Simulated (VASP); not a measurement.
Write the native input for VASP 6.6.1 that does the following.

| Item | Value |
| --- | --- |
| Task | single point |
| Functional | r2SCAN |
| Potentials or basis | VASP PAW PBE potentials, release 64 (Na_pv, Cl) |
| Cutoff | 520 eV |
| k mesh | 14 × 14 × 14 |
| Occupations | fermi-dirac, width 0.1 eV |
| Spin | no spin polarisation |
| Dipole correction | no |
| Further INCAR settings | ALGO = Normal; EDIFF = 1e-06; NBANDS = 14 |

NaCl:

```
Na Cl
1.0
     0.00000    2.80398    2.80398
     2.80398    0.00000    2.80398
     2.80398    2.80398    0.00000
Na Cl
1 1
Direct
  0.00000 0.00000 0.00000
  0.50000 0.50000 0.50000
```

One way to write it, as run:

POSCAR

```
NaCl
1.0
    0.0000000000      2.8039808557      2.8039808557
    2.8039808557      0.0000000000      2.8039808557
    2.8039808557      2.8039808557      0.0000000000
Na Cl
1 1
Direct
    0.0000000000      0.0000000000      0.0000000000
    0.5000000000      0.5000000000      0.5000000000
```

INCAR.step1

```
PREC = Accurate ; ENCUT = 520
ISMEAR = -1 ; SIGMA = 0.1
LREAL = False ; LASPH = True
NELM = 100 ; NBANDS = 14
GGA = PE ; ALGO = Normal
EDIFF = 1E-4 ; LWAVE = True
LCHARG = False
```

INCAR.step2

```
PREC = Accurate ; ENCUT = 520
EDIFF = 1E-6 ; ISMEAR = -1
SIGMA = 0.1 ; LREAL = False
LASPH = True ; NELM = 100
ALGO = Normal ; ISIF = 2
LWAVE = False ; LCHARG = False
METAGGA = R2SCAN ; LMIXTAU = True
NBANDS = 14 ; ISTART = 1
```

KPOINTS

```
Automatic mesh
0
Gamma
  14 14 14
```

Potentials or basis: VASP PAW PBE potentials, release 64 (Na_pv, Cl).

The run is started by

```sh
$ cat potpaw_PBE.64/Na_pv/POTCAR potpaw_PBE.64/Cl/POTCAR > POTCAR
$ cp INCAR.step1 INCAR
$ mpirun -np 1 vasp_std > vasp.out
$ cp INCAR.step2 INCAR
$ mpirun -np 1 vasp_std > vasp.out
```

It gave:

The pressure is -0.2 GPa and the band gap on the k mesh is 5.99 eV.

Caveat: the PAW data sets were made with another functional, which shifts forces and pressure a little.

Wall time 100 s on 1 thread of Intel(R) Xeon(R) 6975P-C (Granite Rapids) (shared host), peak memory 0.2 GiB.
